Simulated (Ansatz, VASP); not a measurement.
## Mo in VASP and in Ansatz

Contents of INCAR:

```
SYSTEM = Mo
PREC     = Accurate       ! precision mode
ENCUT    = 400            ! plane-wave cutoff, eV
EDIFF    = 1E-6           ! SCF threshold, eV
ISMEAR   = 1              ! smearing method
SIGMA    = 0.1            ! smearing width, eV
LREAL    = .FALSE.        ! projectors in reciprocal space
LASPH    = .TRUE.         ! aspherical terms in the spheres
NELM     = 120            ! most SCF steps
ALGO     = Normal         ! electronic algorithm
ISIF     = 2              ! what is computed and relaxed
LWAVE    = .FALSE.        ! write WAVECAR
LCHARG   = .TRUE.         ! write CHGCAR
LDIPOL   = .TRUE.       
IDIPOL   = 3            
DIPOL    = 0.5 0.5 0.654
GGA      = PE             ! functional
LELF     = .TRUE.         ! ELF
LVHAR    = .TRUE.       
LVACPOTAV= .TRUE.       
NBANDS   = 36             ! bands
GGA_COMPAT= .FALSE.      
NELMDL   = -8
```

Contents of KPOINTS:

```
Automatic mesh
0
G
  10 10 1
  0 0 0
```

POSCAR

```
Mo
1.0
    3.1646185120      0.0000000000      0.0000000000
    0.0000000000      3.1646185120      0.0000000000
    0.0000000000      0.0000000000     26.1866380730
Mo
4
Direct
    0.5000000000      0.0000000000      0.5666058312
    0.0000000000      0.5000000000      0.6231822991
    0.5000000000      0.0000000000      0.6864131019
    0.0000000000      0.5000000000      0.7384884298
```

Input for Ansatz:

```yaml
crystal:
  lattice:
    - [3.164618512, 0.0, 0.0]
    - [0.0, 3.164618512, 0.0]
    - [0.0, 0.0, 26.186638073]
  atoms:
    - { symbol: Mo, position: [0.5, 0.0, 0.5666058312] }
    - { symbol: Mo, position: [0.0, 0.5, 0.6231822991] }
    - { symbol: Mo, position: [0.5, 0.0, 0.6864131019] }
    - { symbol: Mo, position: [0.0, 0.5, 0.7384884298] }
basis:
  ecutwfc: 420
kpoints:
  mp_grid: { grid: [10, 10, 1] }
hamiltonian:
  xc: pbe
  pseudopotentials: { kind: paw, azcp: { folder: soft_1 } }
scf:
  occupations: { method: methfessel_paxton, width: 0.1 }
  n_extra_bands: 7
  max_iter: 160
output:
  forces: true
  eigenvalues: true
  write_density: true
  write_potential: true
  elf: true
  volumetric_format: npy
efield:
  axis: 3
  dipole_correction: true
```

Alike in both runs: task single point; functional PBE; k mesh 10 × 10 × 1; occupations methfessel-paxton of order 1, width 0.1 eV; no spin polarisation.

|  | VASP | Ansatz |
| --- | --- | --- |
| version | VASP 6.6.1 | Ansatz 0.2.0 |
| potentials or method | VASP PAW PBE potentials, release 64 (Mo_sv), cutoff 400 eV | scalar-relativistic, plane waves, PAW |
| valence electrons in the cell | 56 | 56 |

|  | VASP | Ansatz | Ansatz less VASP |
| --- | --- | --- | --- |
| gap on the k mesh at the Fermi level (eV) | none | none | - |
| rms of the force components (eV/Å) | 0.463 | 0.471 | +0.0083 |

Atom by atom the forces differ by 0.017 eV/Å (rms over components). A gap of «none» marks a metal or a gap that the smearing closes. Ansatz's warnings: xc potential rough in thin density.
